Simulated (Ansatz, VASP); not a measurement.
# BN: VASP beside Ansatz

```xyz
4
Lattice="2.4847 0.0000 0.0000 -1.2424 2.1518 0.0000 0.0000 0.0000 5.8893" Properties=species:S:1:pos:R:3 pbc="T T T"
B     0.0000    1.4346    1.4723
B     1.2424    0.7173    4.4170
N     0.0000    1.4346    4.4170
N     1.2424    0.7173    1.4723
```

Alike in both runs: task single point; functional LDA; k mesh 12 × 12 × 4; occupations gaussian, width 0.05 eV; no spin polarisation.

|  | VASP | Ansatz |
| --- | --- | --- |
| version | VASP 6.6.1 | Ansatz 0.2.0 |
| potentials or method | VASP PAW LDA potentials, release 64 (B, N), cutoff 520 eV | scalar-relativistic, plane waves, PAW |
| valence electrons in the cell | 16 | 16 |

```csv
,VASP,Ansatz,Ansatz less VASP
gap on the k mesh at the Fermi level (eV),3.91,3.93,+0.011
least direct gap on the mesh (eV),4.19,4.20,+0.011
pressure (GPa),3.9,3.2,-0.69
"traceless stress, the component that is largest in VASP (GPa)",0.85,1.73,+0.882
```

Ansatz warns that its potentials were made for another functional, while VASP's fit it. LDA's correlation is that of Perdew and Zunger in VASP and of Perdew and Wang (1992) in Ansatz.
